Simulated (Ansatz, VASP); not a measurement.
One calculation of MgO, two programs

```xyz
4
Lattice="3.4509 0.0000 0.0000 -1.7254 2.9886 0.0000 0.0000 0.0000 4.3666" Properties=species:S:1:pos:R:3 pbc="T T T"
Mg    1.7255    0.9962    3.2750
Mg    0.0000    1.9924    1.0917
O     1.7255    0.9962    1.0917
O     0.0000    1.9924    3.2750
```

Alike in both runs: task single point; functional PBE; k mesh 9 × 9 × 6; occupations gaussian, width 0.05 eV; no spin polarisation.

```csv
,VASP,Ansatz
version,VASP 6.6.1,Ansatz 0.2.0
potentials or method,"VASP PAW PBE potentials, release 64 (Mg, O), cutoff 520 eV","scalar-relativistic, plane waves, PAW"
valence electrons in the cell,16,32
```

Ansatz gave:

- gap on the k mesh at the Fermi level (eV): 3.27
- least direct gap on the mesh (eV): 3.27
- pressure (GPa): 1.8
- traceless stress, the component that is largest in VASP (GPa): -4.90

Task: What did VASP give for the same quantities?

Result: gap on the k mesh at the Fermi level (eV): 3.25; least direct gap on the mesh (eV): 3.25; pressure (GPa): 1.2; traceless stress, the component that is largest in VASP (GPa): -5.04.

With one functional, cell and mesh, what is left measures potentials, basis and numerics. VASP's potentials hold 16 valence electrons a cell and Ansatz's 32, so a difference there can come from the potentials and not from the codes.
